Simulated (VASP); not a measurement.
Wanted: the native input for a VASP 6.6.1 run.

```
Task                   : single point
Functional             : PBEsol
Potentials or basis    : VASP PAW PBE potentials, release 64 (Cd)
Cutoff                 : 520 eV
k mesh                 : 11 × 11 × 11
Occupations            : methfessel-paxton, width 0.2 eV
Spin                   : no spin polarisation
Dipole correction      : no
Further INCAR settings : ALGO = Normal; EDIFF = 1e-06; NBANDS = 12
```

The structure of Cd lies in POSCAR:

```
Cd
1.0
    1.6186785090      0.9345444971      2.4655079164
   -1.6186785090      0.9345444971      2.4655079164
    0.0000000000     -1.8690889941      2.4655079164
Cd
1
Direct
    0.0000000000      0.0000000000      0.0000000000
```

One way to write it, as run:

INCAR

```
  PREC = Accurate
  ENCUT = 520
  EDIFF = 1E-6
  ISMEAR = 1
  SIGMA = 0.2
  LREAL = F
  LASPH = T
  NELM = 80
  ALGO = Normal
  ISIF = 2
  LWAVE = F
  LCHARG = F
  GGA = PS
  NBANDS = 12
```

KPOINTS

```
Automatic mesh
0
Gamma
  11 11 11
```

Potentials or basis: VASP PAW PBE potentials, release 64 (Cd).

Run with:

```bash
$ cat potpaw_PBE.64/Cd/POTCAR > POTCAR
$ mpirun -np 1 vasp_std > vasp.out
```

It gave:

```json
{
 "Pressure": "-2.8 GPa",
 "Band gap on the k mesh": "zero (band 6 reaches 3.72 eV, above the bottom of band 7 at 1.07 eV)"
}
```

Caveat: the PAW data sets were made with another functional, which shifts forces and pressure a little.

Wall time 38 s on 1 thread of Intel Xeon 6975P-C, on a shared host, peak memory 0.16 GiB.
